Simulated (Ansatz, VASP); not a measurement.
## HfWS3: VASP beside Ansatz

```
CELL_PARAMETERS angstrom
4.79995 0.00000 0.00000
0.00000 4.79995 0.00000
0.00000 0.00000 5.36553
ATOMIC_POSITIONS crystal
Hf 0.50000 0.50000 0.49293
W 0.00000 0.00000 0.38098
S 0.50000 0.50000 0.91462
S 0.00000 0.50000 0.33573
S 0.50000 0.00000 0.33573
```

Alike in both runs: functional PBE; k mesh 4 × 4 × 4; occupations gaussian, width 0.1 eV; collinear spin.

Ansatz relaxed the structure, and its values are those at the end. VASP's run is a single point on that final structure, the one shown.

|  | VASP | Ansatz |
| --- | --- | --- |
| version | VASP 6.6.1 | Ansatz 0.2.0 |
| potentials or method | VASP PAW PBE potentials, release 64 (Hf_pv, W_sv, S), cutoff 520 eV | scalar-relativistic, plane waves, PAW |
| valence electrons in the cell | 42 | 58 |

```csv
,VASP,Ansatz,Ansatz less VASP
gap on the k mesh at the Fermi level (eV),none,none,-
pressure (GPa),-0.2,0.0,+0.22
rms of the force components (eV/Å),0.023,0.010,-0.0130
net moment per atom (μB),0.46,0.46,0.000
size of the moment on the site where the two differ most (μB),1.60,1.20,-0.396
```

Site moments also hang on the region over which each program counts them. A gap of «none» marks a metal or a gap that the smearing closes. VASP's potentials hold 42 valence electrons a cell and Ansatz's 58, so a difference there can come from the potentials and not from the codes.

Spin-orbit coupling is off throughout.
